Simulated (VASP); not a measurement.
# AlAs (F-43m) in VASP: vibrations by perturbation theory with LDA

Aim: the vibrations by perturbation theory of AlAs with LDA.

Everything below comes from runs of VASP 6.6.1. Logs are shortened: lines on timing, memory, paths and dates and some standing lists are left out, and cuts for length are marked.

### Step 1. The cell of the first run

The structure is cubic, space group F-43m (No. 216). Conventional cell: a = 5.629 Å, b = 5.629 Å, c = 5.629 Å, α = 90.00°, β = 90.00°, γ = 90.00°. Al (site symmetry -43m) has 4 As at 2.44 Å within 3.2 Å. As (site symmetry -43m) has 4 Al at 2.44 Å within 3.2 Å.

### Step 2. Vibrations by perturbation theory, LDA

INCAR reads:

```
PREC = Accurate ; ENCUT = 500
EDIFF = 1E-8 ; ISMEAR = 0
SIGMA = 0.01 ; LREAL = F
LASPH = T ; NELM = 120
ALGO = Normal ; ISIF = 2
LWAVE = F ; LCHARG = F
GGA = CA ; IBRION = 8
NSW = 1 ; LEPSILON = T
GGA_COMPAT = F
```

KPOINTS reads:

```
Automatic mesh
0
Gamma
  8 8 8
```

POSCAR reads:

```
AlAs
1.0
    0.0000000000      2.8143920090      2.8143920090
    2.8143920090      0.0000000000      2.8143920090
    2.8143920090      2.8143920090      0.0000000000
Al As
1 1
Direct
    0.0000000000      0.0000000000      0.0000000000
    0.2500000000      0.2500000000      0.2500000000
```

Potentials or basis: VASP PAW LDA potentials, release 64 (Al, As).

Launch:

```console
> cat potpaw_LDA.64/Al/POTCAR potpaw_LDA.64/As/POTCAR > POTCAR
> mpirun -np 1 vasp_std > vasp.out
```

OUTCAR:

```text
PREC = Accurate
   ENCUT = 500
   EDIFF = 1E-8
   ISMEAR = 0
   LREAL = F
   LASPH = T
   NELM = 120
   ISIF = 2
   GGA = CA
   IBRION = 8
   NSW = 1
   LEPSILON = T

 ion  position               nearest neighbor table
   1  0.000  0.000  0.000-   2 2.44   2 2.44   2 2.44   2 2.44
   2  0.250  0.250  0.250-   1 2.44   1 2.44   1 2.44   1 2.44

  LATTYP: Found a face centered cubic cell.
 ALAT       =     5.6287840180

  Lattice vectors:

 A1 = (   0.0000000000,   2.8143920090,   2.8143920090)
 A2 = (   2.8143920090,   0.0000000000,   2.8143920090)
 A3 = (   2.8143920090,   2.8143920090,   0.0000000000)

Analysis of symmetry for initial positions (statically):
=====================================================================
 Subroutine PRICEL returns:
 Original cell was already a primitive cell.

 Routine SETGRP: Setting up the symmetry group for a
 face centered cubic supercell.

 Subroutine GETGRP returns: Found 24 space group operations
 (whereof 24 operations were pure point group operations)
 out of a pool of 48 trial point group operations.

The static configuration has the point symmetry T_d .

Analysis of symmetry for dynamics (positions and initial velocities):
=====================================================================
 Subroutine PRICEL returns:
 Original cell was already a primitive cell.

 Routine SETGRP: Setting up the symmetry group for a
 face centered cubic supercell.

 Subroutine GETGRP returns: Found 24 space group operations
 (whereof 24 operations were pure point group operations)
 out of a pool of 48 trial point group operations.

The dynamic configuration has the point symmetry T_d .

 Subroutine INISYM returns: Found 24 space group operations
 (whereof 24 operations are pure point group operations),
 and found     1 'primitive' translations

----------------------------------------------------------------------------------------

                                     Primitive cell

  volume of cell :      44.5845

  direct lattice vectors                    reciprocal lattice vectors
     0.000000000  2.814392009  2.814392009    -0.177658265  0.177658265  0.177658265
     2.814392009  0.000000000  2.814392009     0.177658265 -0.177658265  0.177658265
     2.814392009  2.814392009  0.000000000     0.177658265  0.177658265 -0.177658265

  length of vectors
     3.980151349  3.980151349  3.980151349     0.307713141  0.307713141  0.307713141

  position of ions in fractional coordinates (direct lattice)
     0.000000000  0.000000000  0.000000000
     0.250000000  0.250000000  0.250000000

  ion indices of the primitive-cell ions
   primitive index   ion index
                 1           1
                 2           2

----------------------------------------------------------------------------------------

 KPOINTS: Automatic mesh

Automatic generation of k-mesh.
 Grid dimensions read from file:
 generate k-points for:    8    8    8

 Generating k-lattice:

  Cartesian coordinates                     Fractional coordinates (reciprocal lattice)
    -0.022207283  0.022207283  0.022207283     0.125000000  0.000000000  0.000000000
     0.022207283 -0.022207283  0.022207283     0.000000000  0.125000000  0.000000000
     0.022207283  0.022207283 -0.022207283     0.000000000  0.000000000  0.125000000

  Length of vectors
     0.038464143  0.038464143  0.038464143

  Shift w.r.t. Gamma in fractional coordinates (k-lattice)
     0.000000000  0.000000000  0.000000000

 Subroutine IBZKPT returns following result:
 ===========================================

 Found     29 irreducible k-points:

 Following reciprocal coordinates:
            Coordinates               Weight
  0.000000  0.000000  0.000000      1.000000
  0.125000  0.000000  0.000000      8.000000
[... 368 lines left out ...]
  volume of cell :       44.58
      direct lattice vectors                 reciprocal lattice vectors
     0.000000000  2.814392009  2.814392009    -0.177658265  0.177658265  0.177658265
     2.814392009  0.000000000  2.814392009     0.177658265 -0.177658265  0.177658265
     2.814392009  2.814392009  0.000000000     0.177658265  0.177658265 -0.177658265

 POSITION                                       TOTAL-FORCE (eV/Angst)
 -----------------------------------------------------------------------------------
      0.00000      0.00000      0.00000         0.000000      0.000000      0.000000
      1.40720      1.40720      1.40720        -0.000000     -0.000000     -0.000000
 -----------------------------------------------------------------------------------
    total drift:                                0.000000      0.000000      0.000000

  FREE ENERGIE OF THE ION-ELECTRON SYSTEM (eV)
  ---------------------------------------------------
  free  energy   TOTEN  =       -10.5139266517 eV

  energy  without entropy=      -10.5139266517  energy(sigma->0) =      -10.51392665

 HEAD OF MICROSCOPIC STATIC DIELECTRIC TENSOR (INDEPENDENT PARTICLE, excluding Hartree and local field effects)
 ------------------------------------------------------
          10.722976     0.000000     0.000000
           0.000000    10.722976     0.000000
           0.000000     0.000000    10.722976
 ------------------------------------------------------

 Free energy of the ion-electron system (eV)
  ---------------------------------------------------
  ---------------------------------------------------
  free energy    TOTEN  =        -1.18807499 eV

  energy without entropy =       -1.18807499

------------------------ aborting loop because EDIFF is reached ----------------------------------------

--------------------------------------- Ionic step        2  -------------------------------------------

------------------------ aborting loop because EDIFF is reached ----------------------------------------

--------------------------------------- Ionic step        3  -------------------------------------------

------------------------ aborting loop because EDIFF is reached ----------------------------------------

 PIEZOELECTRIC TENSOR FIELD DIRECTION 3  (e Angst)
 -----------------------------------------------------------------------------
    -0.00060 -1.84108  0.00000           (  0.00000  0.04334  0.00000)
    -1.84108 -0.00060  0.00000           (  0.04334  0.00000  0.00000)
     0.00000  0.00000 -0.00034           (  0.00000  0.00000  0.00000)

 PIEZOELECTRIC TENSOR FIELD DIRECTION 3  (C/m^2)
 -----------------------------------------------------------------------------
    -0.00022 -0.66161  0.00000
    -0.66161 -0.00022  0.00000
     0.00000  0.00000 -0.00012

--------------------------------------- Ionic step        4  -------------------------------------------

------------------------ aborting loop because EDIFF is reached ----------------------------------------

[... ionic steps 5 to 6 ...]

--------------------------------------- Ionic step        7  -------------------------------------------

 Free energy of the ion-electron system (eV)
  ---------------------------------------------------
  ---------------------------------------------------
  free energy    TOTEN  =        -0.04663941 eV

  energy without entropy =       -0.04663941

------------------------ aborting loop because EDIFF is reached ----------------------------------------

 INTERNAL STRAIN TENSOR  FOR ION    2  DIRECTION 1   (eV/Angst):
 -----------------------------------------------------------------------------
     0.00358  0.00000  0.00000
     0.00000  0.00026 -8.11958
     0.00000 -8.11958  0.00026

 MACROSCOPIC STATIC DIELECTRIC TENSOR (including local field effects in DFT)
 ------------------------------------------------------
           9.977025     0.000000    -0.000000
          -0.000000     9.977025    -0.000000
           0.000000     0.000000     9.977025
 ------------------------------------------------------

 PIEZOELECTRIC TENSOR (including local field effects)  for field in x, y, z        (e  Angst)
          XX          YY          ZZ          XY          YZ          ZX
  --------------------------------------------------------------------------------
  x     0.00000    -0.00000    -0.00000     0.00000    -1.84576    -0.00000
  y    -0.00000     0.00000    -0.00000    -0.00000     0.00000    -1.84576
  z    -0.00000    -0.00000     0.00000    -1.84576     0.00000    -0.00000

 PIEZOELECTRIC TENSOR (including local field effects)  for field in x, y, z        (C/m^2)
          XX          YY          ZZ          XY          YZ          ZX
  --------------------------------------------------------------------------------
  x     0.00000    -0.00000    -0.00000     0.00000    -0.66329    -0.00000
  y    -0.00000     0.00000    -0.00000    -0.00000     0.00000    -0.66329
  z    -0.00000    -0.00000     0.00000    -0.66329     0.00000    -0.00000

 BORN EFFECTIVE CHARGES (including local field effects) (in |e|, cummulative output)
 ---------------------------------------------------------------------------------
 ion    1
    1     2.15156     0.00000     0.00000
    2     0.00000     2.15156    -0.00000
    3     0.00000    -0.00000     2.15156
 ion    2
    1    -2.15156    -0.00000    -0.00000
    2    -0.00000    -2.15156     0.00000
    3    -0.00000     0.00000    -2.15156

 INTERNAL STRAIN TENSOR FOR ION    2 for displacements in x,y,z  (eV/Angst):
          X           Y           Z          XY          YZ          ZX
  --------------------------------------------------------------------------------
  x     0.00000     0.00000     0.00000     0.00000    -8.11958     0.00000
  y     0.00000     0.00000     0.00000     0.00000     0.00000    -8.11958
  z     0.00000     0.00000     0.00000    -8.11958     0.00000     0.00000

 SECOND DERIVATIVES (NOT SYMMETRIZED)
 ------------------------------------
               1X          1Y          1Z          2X          2Y          2Z
  1X    -9.504775    0.000000    0.000000    9.504775    0.000000    0.000000
  1Y     0.000000   -9.504775    0.000000    0.000000    9.504775    0.000000
  1Z     0.000000    0.000000   -9.504775    0.000000    0.000000    9.504775
  2X     9.509947    0.000000    0.000000   -9.509947    0.000000    0.000000
  2Y     0.000000    9.509947    0.000000    0.000000   -9.509947    0.000000
  2Z     0.000000    0.000000    9.509947    0.000000    0.000000   -9.509947

 Eigenvectors and eigenvalues of the dynamical matrix
 ----------------------------------------------------

   1 f  =   10.822129 THz    67.997444 2PiTHz  360.987376 cm-1    44.756710 meV
             X         Y         Z           dx          dy          dz
      0.000000  0.000000  0.000000    -0.857393    0.000000    0.000000
      1.407196  1.407196  1.407196     0.514662    0.000000    0.000000
[... 21 lines left out ...]
   6 f/i=    0.001299 THz     0.008161 2PiTHz    0.043323 cm-1     0.005371 meV
             X         Y         Z           dx          dy          dz
      0.000000  0.000000  0.000000     0.000000    0.302733    0.416209
      1.407196  1.407196  1.407196     0.000000    0.504332    0.693377

--------------------------------------------------------------------------------------------------------

 MACROSCOPIC STATIC DIELECTRIC TENSOR IONIC CONTRIBUTION
 ------------------------------------------------------
           1.976198     0.000000     0.000000
           0.000000     1.976198    -0.000000
           0.000000    -0.000000     1.976198
 ------------------------------------------------------

 ELASTIC MODULI CONTR FROM IONIC RELAXATION (kBar)
 Direction    XX          YY          ZZ          XY          YZ          ZX
 --------------------------------------------------------------------------------
 XX          -0.0000     -0.0000     -0.0000      0.0000      0.0000      0.0000
 YY          -0.0000     -0.0000     -0.0000      0.0000      0.0000     -0.0000
 ZZ          -0.0000     -0.0000     -0.0000      0.0000      0.0000      0.0000
 XY           0.0000      0.0000      0.0000   -245.7719      0.0000      0.0000
 YZ           0.0000      0.0000      0.0000      0.0000   -245.7719      0.0000
 ZX           0.0000     -0.0000      0.0000      0.0000      0.0000   -245.7719
 --------------------------------------------------------------------------------

 PIEZOELECTRIC TENSOR IONIC CONTR  for field in x, y, z        (C/m^2)
          XX          YY          ZZ          XY          YZ          ZX
  --------------------------------------------------------------------------------
  x    -0.00000    -0.00000    -0.00000     0.00000     0.65577     0.00000
  y    -0.00000     0.00000    -0.00000    -0.00000     0.00000     0.65577
  z    -0.00000    -0.00000    -0.00000     0.65577     0.00000    -0.00000
```

Wall time 4.3 min (1 thread of AMD EPYC 7R43 (Zen 3), shared host); peak memory 0.2 GiB.

What came out:

```yaml
Electronic_dielectric_tensor_diagonal: 9.98
Born_charges_mean_of_the_diagonal: Al +2.15; As -2.15 e
Highest_phonon_frequency_at_Γ_LO-TO_splitting_left_out: 361 cm⁻¹
```

Phonon frequencies in cm⁻¹ (negative: imaginary):
```
              q point        frequencies
(0.000, 0.000, 0.000)  0 0 0 361 361 361
```

Electronic dielectric tensor:
```
9.98 0.00 0.00
0.00 9.98 0.00
0.00 0.00 9.98
```

Born effective charge tensors (e):
atom 1, Al
```
2.15 0.00 0.00
0.00 2.15 0.00
0.00 0.00 2.15
```
atom 2, As
```
-2.15  0.00  0.00
 0.00 -2.15  0.00
 0.00  0.00 -2.15
```
